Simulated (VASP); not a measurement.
# CaF (Pm-3m) in VASP: a series of runs

CaF is run at these levels: PBE; tasks: single point.

All numbers are computed with VASP 6.6.1; they aren't measurements. Logs are shortened: lines on timing, memory, paths and dates and some standing lists are left out, and cuts for length are marked.

### 1 The cell of the first run

The structure is cubic, space group Pm-3m (No. 221). Conventional cell: a = 3.301 Å, b = 3.301 Å, c = 3.301 Å, α = 90.00°, β = 90.00°, γ = 90.00°. Ca (site symmetry m-3m) has 8 F at 2.86 Å and 6 Ca at 3.30 Å within 3.8 Å. F (site symmetry m-3m) has 8 Ca at 2.86 Å and 6 F at 3.30 Å within 3.8 Å.

The cell was generated, and may not be a known phase.

### 2 Single point, PBE

Contents of INCAR:

```
PREC = Accurate
ENCUT = 600
EDIFF = 1E-6
ISMEAR = 0
SIGMA = 0.1
LREAL = F
LASPH = T
NELM = 120
ALGO = Normal
ISIF = 2
LWAVE = F
LCHARG = T
GGA = PE
LELF = T
LVHAR = T
NBANDS = 16
GGA_COMPAT = F
```

Contents of KPOINTS:

```
Automatic mesh
0
Gamma
  6 6 6
```

Contents of POSCAR:

```
CaF
1.0
    3.3009958400      0.0000000000      0.0000000000
    0.0000000000      3.3009958400      0.0000000000
    0.0000000000      0.0000000000      3.3009958400
Ca F
1 1
Direct
    0.5000000000      0.5000000000      0.5000000000
    0.0000000000      0.0000000000      0.0000000000
```

Potentials or basis: VASP PAW PBE potentials, release 64 (Ca_sv, F).

On the command line:

```sh
cat potpaw_PBE.64/Ca_sv/POTCAR potpaw_PBE.64/F/POTCAR > POTCAR
mpirun -np 1 vasp_std > vasp.out
```

OUTCAR:

```text
PREC = Accurate
   ENCUT = 600
   EDIFF = 1E-6
   ISMEAR = 0
   LREAL = F
   LASPH = T
   NELM = 120
   ISIF = 2
   GGA = PE

 ion  position               nearest neighbor table
   1  0.500  0.500  0.500-
   2  0.000  0.000  0.000-

  LATTYP: Found a simple cubic cell.
 ALAT       =     3.3009958400

  Lattice vectors:

 A1 = (   3.3009958400,   0.0000000000,   0.0000000000)
 A2 = (   0.0000000000,   3.3009958400,   0.0000000000)
 A3 = (   0.0000000000,   0.0000000000,   3.3009958400)

Analysis of symmetry for initial positions (statically):
=====================================================================
 Subroutine PRICEL returns:
 Original cell was already a primitive cell.

 Routine SETGRP: Setting up the symmetry group for a
 simple cubic supercell.

 Subroutine GETGRP returns: Found 48 space group operations
 (whereof 48 operations were pure point group operations)
 out of a pool of 48 trial point group operations.

The static configuration has the point symmetry O_h .

Analysis of symmetry for dynamics (positions and initial velocities):
=====================================================================
 Subroutine PRICEL returns:
 Original cell was already a primitive cell.

 Routine SETGRP: Setting up the symmetry group for a
 simple cubic supercell.

 Subroutine GETGRP returns: Found 48 space group operations
 (whereof 48 operations were pure point group operations)
 out of a pool of 48 trial point group operations.

The dynamic configuration has the point symmetry O_h .

 Subroutine INISYM returns: Found 48 space group operations
 (whereof 48 operations are pure point group operations),
 and found     1 'primitive' translations

----------------------------------------------------------------------------------------

                                     Primitive cell

  volume of cell :      35.9695

  direct lattice vectors                    reciprocal lattice vectors
     3.300995840  0.000000000  0.000000000     0.302938885  0.000000000  0.000000000
     0.000000000  3.300995840  0.000000000     0.000000000  0.302938885  0.000000000
     0.000000000  0.000000000  3.300995840     0.000000000  0.000000000  0.302938885

  length of vectors
     3.300995840  3.300995840  3.300995840     0.302938885  0.302938885  0.302938885

  position of ions in fractional coordinates (direct lattice)
     0.500000000  0.500000000  0.500000000
     0.000000000  0.000000000  0.000000000

  ion indices of the primitive-cell ions
   primitive index   ion index
                 1           1
                 2           2

----------------------------------------------------------------------------------------

 KPOINTS: Automatic mesh

Automatic generation of k-mesh.
 Grid dimensions read from file:
 generate k-points for:    6    6    6

 Generating k-lattice:

  Cartesian coordinates                     Fractional coordinates (reciprocal lattice)
     0.050489814  0.000000000  0.000000000     0.166666667  0.000000000  0.000000000
     0.000000000  0.050489814  0.000000000     0.000000000  0.166666667  0.000000000
     0.000000000  0.000000000  0.050489814     0.000000000  0.000000000  0.166666667

  Length of vectors
     0.050489814  0.050489814  0.050489814

  Shift w.r.t. Gamma in fractional coordinates (k-lattice)
     0.000000000  0.000000000  0.000000000

 Subroutine IBZKPT returns following result:
 ===========================================

 Found     20 irreducible k-points:

 Following reciprocal coordinates:
            Coordinates               Weight
  0.000000  0.000000  0.000000      1.000000
  0.166667  0.000000  0.000000      6.000000
  0.333333  0.000000  0.000000      6.000000
  0.500000  0.000000  0.000000      3.000000
  0.166667  0.166667  0.000000     12.000000
  0.333333  0.166667  0.000000     24.000000
[... 12 lines left out ...]
  0.500000  0.500000  0.333333      6.000000
  0.500000  0.500000  0.500000      1.000000
   k-points           NKPTS =     20   k-points in BZ     NKDIM =     20   number of bands    NBANDS=     16
   number of dos      NEDOS =    301   number of ions     NIONS =      2
   total plane-waves  NPLWV =  21952
   dimension x,y,z NGX =    28 NGY =   28 NGZ =   28
   dimension x,y,z NGXF=    56 NGYF=   56 NGZF=   56
   ions per type =               1   1
   NGX,Y,Z   is equivalent  to a cutoff of  14.10, 14.10, 14.10 a.u.
   NGXF,Y,Z  is equivalent  to a cutoff of  28.20, 28.20, 28.20 a.u.
 SYSTEM =  unknown system
   PREC   = accura    normal or accurate (medium, high low for compatibility)
   ISTART =      0    job   : 0-new  1-cont  2-samecut
   ICHARG =      2    charge: 1-file 2-atom 10-const
   ISPIN  =      1    spin polarized calculation?
   LNONCOLLINEAR =      F non collinear calculations
   LSORBIT =      F    spin-orbit coupling
   LASPH  =      T    aspherical Exc in radial PAW
   ENCUT  =  600.0 eV  44.10 Ry    6.64 a.u.   6.59  6.59  6.59*2*pi/ulx,y,z
   NELM   =    120;   NELMIN=  2; NELMDL= -5     # of ELM steps
   EDIFF  = 0.1E-05   stopping-criterion for ELM
   LREAL  =      F    real-space projection
   EDIFFG = 0.1E-04   stopping-criterion for IOM
   NSW    =      0    number of steps for IOM
   IBRION =     -1    ionic relax: 0-MD 1-quasi-New 2-CG
   NFREE  =      0    steps in history (QN), initial steepest desc. (CG)
   ISIF   =      2    stress and relaxation
   ISYM   =      2    0-nonsym 1-usesym 2-fastsym
   POTIM  = 0.5000    time-step for ionic-motion
   TEBEG  =    0.0;   TEEND  =   0.0 temperature during run
   PSTRESS=    0.0 pullay stress
   NELECT =      17.0000    total number of electrons
   NUPDOWN=      -1.0000    fix difference up-down
   EMIN   =  10.00;   EMAX   =-10.00  energy-range for DOS
   EFERMI =   0.00;   METHOD = LEGACY
   ISMEAR =     0;   SIGMA  =   0.10  broadening in eV -4-tet -1-fermi 0-gaus
   EFERMI_NEDOS =   21; number of points for ismear=-14 and -15
   IALGO  =     38    algorithm
   IMIX   =      4    mixing-type and parameters
     AMIX     =   0.40;   BMIX     =  1.00
     AMIX_MAG =   1.60;   BMIX_MAG =  1.00
  volume/ion in A,a.u.               =      17.98       121.37
  Fermi-wavevector in a.u.,A,eV,Ry     =   1.275203  2.409785 22.125032  1.626144
  Thomas-Fermi vector in A             =   2.407929
   LORBIT       =      0    0 simple, 1 ext, 2 COOP (PROOUT), +10 PAW based schemes
   GGA     = PE    functional components
   LHFCALC =     F    Hartree Fock is set to
   AEXX    =    0.0000 exact exchange contribution
   IVDW    =     0    specifies the selected vdW correction
   LEPSILON=     F    determine dielectric tensor
   LRPA    =     F    only Hartree local field effects (RPA)
 non-spin polarized calculation
 Gauss-broadening in eV      SIGMA  =   0.10
  energy-cutoff  :      600.00
  volume of cell :       35.97
 maximum number of plane-waves:      1222
 NGX is ok and might be reduce to    28
   NGX = 13   NGY = 13   NGZ = 13

 number of electron      17.0000012 magnetization

 Free energy of the ion-electron system (eV)
  ---------------------------------------------------
  ext. energy  EPLUGINS =         0.00000000
  ---------------------------------------------------
  free energy    TOTEN  =        -7.47632807 eV

  energy without entropy =       -7.46376918  energy(sigma->0) =       -7.47004863

 E-fermi :   5.3050     XC(G=0):  -9.3809

 val. band max:        5.2880076582   @ k =   0.1667   0.0000   0.0000
 cond. band min:       5.3080796113   @ k =   0.5000   0.5000   0.0000
 fundamental gap:      0.0200719532
 Fermi energy:         5.3050475893

 k-point     1 :       0.0000    0.0000    0.0000
  band No.  band energies     occupation
      1     -37.6154      2.00000
      2     -20.3630      2.00000
      3     -18.4601      2.00000
      4     -18.4601      2.00000
      5     -18.4601      2.00000
      6      -1.5872      2.00000
[... 8 lines left out ...]
     15      17.0127      0.00000
     16      17.0127      0.00000

 k-point     2 :       0.1667    0.0000    0.0000
  band No.  band energies     occupation
      1     -37.6051      2.00000
      2     -20.3863      2.00000
      3     -18.5062      2.00000
      4     -18.4506      2.00000
      5     -18.4506      2.00000
      6      -1.9964      2.00000
[... 8 lines left out ...]
     15      14.7911      0.00000
     16      16.5948      0.00000

 k-point     3 :       0.3333    0.0000    0.0000
  band No.  band energies     occupation
      1     -37.5845      2.00000
      2     -20.4406      2.00000
      3     -18.5864      2.00000
      4     -18.4316      2.00000
      5     -18.4316      2.00000
      6      -2.6413      2.00000
[... 8 lines left out ...]
     15      12.3579      0.00000
     16      15.1190      0.00000

 k-point     4 :       0.5000    0.0000    0.0000
  band No.  band energies     occupation
      1     -37.5742      2.00000
      2     -20.4715      2.00000
      3     -18.6207      2.00000
      4     -18.4220      2.00000
      5     -18.4220      2.00000
      6      -2.9135      2.00000
[... 8 lines left out ...]
     15      11.0487      0.00000
     16      14.4558      0.00000
[... 248 lines left out ...]
 k-point    18 :       0.5000    0.3333    0.3333
  band No.  band energies     occupation
      1     -37.5170      2.00000
      2     -20.2122      2.00000
      3     -18.7530      2.00000
      4     -18.6735      2.00000
      5     -18.6625      2.00000
      6      -2.4680      2.00000
[... 8 lines left out ...]
     15      10.8801      0.00000
     16      13.4141      0.00000

 k-point    19 :       0.5000    0.5000    0.3333
  band No.  band energies     occupation
      1     -37.5076      2.00000
      2     -20.1817      2.00000
      3     -18.7554      2.00000
      4     -18.7554      2.00000
      5     -18.6547      2.00000
      6      -2.4701      2.00000
[... 8 lines left out ...]
     15      10.5414      0.00000
     16      11.9695      0.00000

 k-point    20 :       0.5000    0.5000    0.5000
  band No.  band energies     occupation
      1     -37.4983      2.00000
      2     -20.1639      2.00000
      3     -18.7406      2.00000
      4     -18.7406      2.00000
      5     -18.7406      2.00000
      6      -2.5187      2.00000
[... 8 lines left out ...]
     15      10.5999      0.00000
     16      10.5999      0.00000

------------------------ aborting loop because EDIFF is reached ----------------------------------------

  FORCE on cell =-STRESS in cart. coord.  units (eV):
  Direction    XX          YY          ZZ          XY          YZ          ZX
  --------------------------------------------------------------------------------------
  -------------------------------------------------------------------------------------
  Total        0.2708700      0.2708700      0.2708700     -0.0000000      0.0000000      0.0000000
  in kB       12.0652556     12.0652556     12.0652556     -0.0000000      0.0000000      0.0000000
  external PRESSURE =      12.0652556 kB  Pullay stress =       0.0000000 kB

 VOLUME and BASIS-vectors are now :
 -----------------------------------------------------------------------------
  energy-cutoff  :      600.00
  volume of cell :       35.97
      direct lattice vectors                 reciprocal lattice vectors
     3.300995840  0.000000000  0.000000000     0.302938885  0.000000000  0.000000000
     0.000000000  3.300995840  0.000000000     0.000000000  0.302938885  0.000000000
     0.000000000  0.000000000  3.300995840     0.000000000  0.000000000  0.302938885

 POSITION                                       TOTAL-FORCE (eV/Angst)
 -----------------------------------------------------------------------------------
      1.65050      1.65050      1.65050         0.000000      0.000000      0.000000
      0.00000      0.00000      0.00000         0.000000      0.000000      0.000000
 -----------------------------------------------------------------------------------
    total drift:                                0.000000      0.000000      0.000000

  FREE ENERGIE OF THE ION-ELECTRON SYSTEM (eV)
  ---------------------------------------------------
  free  energy   TOTEN  =        -7.4763280729 eV

  energy  without entropy=       -7.4637691844  energy(sigma->0) =       -7.47004863
```

It took 13 s on 1 thread of AMD EPYC 9755, shared host; peak memory 0.13 GiB.

Results:

```yaml
Free_energy: -7.4763 eV
Pressure: 1.2 GPa
Band_gap_on_the_k_mesh: zero (an odd number of electrons rules out a gap without spin polarisation)
```

Levels at points of the mesh, in eV from the Fermi level:
| k point | band 6 | band 7 | band 8 | band 9 | band 10 | band 11 |
| --- | --- | --- | --- | --- | --- | --- |
| (0.00, 0.00, 0.00) | -6.89 | -6.89 | -6.89 | -2.75 | -0.48 | -0.48 |
| (0.50, 0.00, 0.00) | -8.22 | -6.93 | -6.93 | 0.19 | 0.41 | 1.58 |
| (0.50, 0.50, 0.00) | -7.64 | -7.64 | -6.76 | -0.16 | 0.00 | 2.39 |
| (0.50, 0.50, 0.50) | -7.82 | -7.82 | -7.82 | 1.60 | 1.60 | 1.60 |

Caveat: an odd number of electrons without spin polarisation forces a metal; a magnetic or distorted state may lie lower.

### 3 Single point, PBE, collinear spin

Contents of INCAR:

```
PREC     = Accurate       # precision mode
ENCUT    = 600            # plane-wave cutoff, eV
EDIFF    = 1E-6           # SCF threshold, eV
ISMEAR   = 0              # smearing method
SIGMA    = 0.1            # smearing width, eV
LREAL    = F              # projectors in reciprocal space
LASPH    = T              # aspherical terms in the spheres
NELM     = 200            # most SCF steps
ALGO     = Normal         # electronic algorithm
ISIF     = 2              # what is computed and relaxed
LWAVE    = F              # write WAVECAR
LCHARG   = T              # write CHGCAR
ISPIN    = 2              # spin polarisation
MAGMOM   = 0 1            # initial moments
LORBIT   = 11             # projections on sites
GGA      = PE             # functional
LELF     = T              # ELF
LVHAR    = T            
NBANDS   = 20             # bands
GGA_COMPAT= F
```

KPOINTS is that of step 2.

POSCAR is that of step 2.

Potentials or basis: VASP PAW PBE potentials, release 64 (Ca_sv, F).

On the command line:

```sh
cat potpaw_PBE.64/Ca_sv/POTCAR potpaw_PBE.64/F/POTCAR > POTCAR
mpirun -np 1 vasp_std > vasp.out
```

Wall time 48 s (1 thread of AMD EPYC 9755, shared host); peak memory 0.15 GiB.

Results (log left out):

```
Free energy                                           : -7.4763 eV
Pressure                                              : 1.2 GPa
Net moment                                            : 0.00 μB per cell
Valence electrons inside the program's atomic spheres : Ca 8.20; F 6.03
```

Levels at points of the mesh, in eV from the Fermi level:
Spin up:
| k point | band 5 | band 6 | band 7 | band 8 | band 9 | band 10 | band 11 | band 12 |
| --- | --- | --- | --- | --- | --- | --- | --- | --- |
| (0.00, 0.00, 0.00) | -23.77 | -6.89 | -6.89 | -6.89 | -2.75 | -0.48 | -0.48 | 3.62 |
| (0.50, 0.00, 0.00) | -23.73 | -8.22 | -6.93 | -6.93 | 0.19 | 0.41 | 1.58 | 2.79 |
| (0.50, 0.50, 0.00) | -23.69 | -7.64 | -7.64 | -6.76 | -0.16 | 0.00 | 2.39 | 2.39 |
| (0.50, 0.50, 0.50) | -24.05 | -7.82 | -7.82 | -7.82 | 1.60 | 1.60 | 1.60 | 4.57 |
Spin down:
```csv
k point,band 4,band 5,band 6,band 7,band 8,band 9,band 10,band 11,band 12,band 13
"(0.00, 0.00, 0.00)",-23.77,-23.77,-6.89,-6.89,-6.89,-2.75,-0.48,-0.48,3.62,3.62
"(0.50, 0.00, 0.00)",-23.73,-23.73,-8.22,-6.93,-6.93,0.19,0.41,1.58,2.79,2.79
"(0.50, 0.50, 0.00)",-24.10,-23.69,-7.64,-7.64,-6.76,-0.16,0.00,2.39,2.39,4.48
"(0.50, 0.50, 0.50)",-24.05,-24.05,-7.82,-7.82,-7.82,1.60,1.60,1.60,4.57,4.57
```

### 4 Single point, PBE, collinear spin

Contents of INCAR:

```
SYSTEM = CaF
PREC = Accurate ; ENCUT = 600
EDIFF = 1E-6 ; ISMEAR = 0
SIGMA = 0.1 ; LREAL = .FALSE.
LASPH = .TRUE. ; NELM = 200
ALGO = Normal ; ISIF = 2
LWAVE = .FALSE. ; LCHARG = .TRUE.
ISPIN = 2 ; MAGMOM = 0 1
LORBIT = 11 ; GGA = PE
LELF = .TRUE. ; LVHAR = .TRUE.
NBANDS = 20 ; GGA_COMPAT = .FALSE.
```

Contents of KPOINTS:

```
Automatic mesh
0
G
  6 6 6
  0 0 0
```

POSCAR is that of step 3.

On the command line:

```sh
cat potpaw_PBE.64/Ca_sv/POTCAR potpaw_PBE.64/F/POTCAR > POTCAR
mpirun -np 1 vasp_std > vasp.out
```

Wall time 48 s (1 thread of AMD EPYC 9755, shared host); peak memory 0.15 GiB.

Results (log left out):

```
Free energy                                           : -7.4763 eV
Pressure                                              : 1.2 GPa
Net moment                                            : 0.00 μB per cell
Valence electrons inside the program's atomic spheres : Ca 8.20; F 6.03
```

Levels at points of the mesh, in eV from the Fermi level:
Spin up:
```tsv
k point	band 5	band 6	band 7	band 8	band 9	band 10	band 11	band 12
(0.00, 0.00, 0.00)	-23.77	-6.89	-6.89	-6.89	-2.75	-0.48	-0.48	3.62
(0.50, 0.00, 0.00)	-23.73	-8.22	-6.93	-6.93	0.19	0.41	1.58	2.79
(0.50, 0.50, 0.00)	-23.69	-7.64	-7.64	-6.76	-0.16	0.00	2.39	2.39
(0.50, 0.50, 0.50)	-24.05	-7.82	-7.82	-7.82	1.60	1.60	1.60	4.57
```
Spin down:
```
           k point  band 5  band 6  band 7  band 8  band 9  band 10  band 11  band 12
(0.00, 0.00, 0.00)  -23.77   -6.89   -6.89   -6.89   -2.75    -0.48    -0.48     3.62
(0.50, 0.00, 0.00)  -23.73   -8.22   -6.93   -6.93    0.19     0.41     1.58     2.79
(0.50, 0.50, 0.00)  -23.69   -7.64   -7.64   -6.76   -0.16     0.00     2.39     2.39
(0.50, 0.50, 0.50)  -24.05   -7.82   -7.82   -7.82    1.60     1.60     1.60     4.57
```

(Continued in part 2 of 2.)

The gap in the log of VASP goes by the Fermi energy; the results here count the filled bands.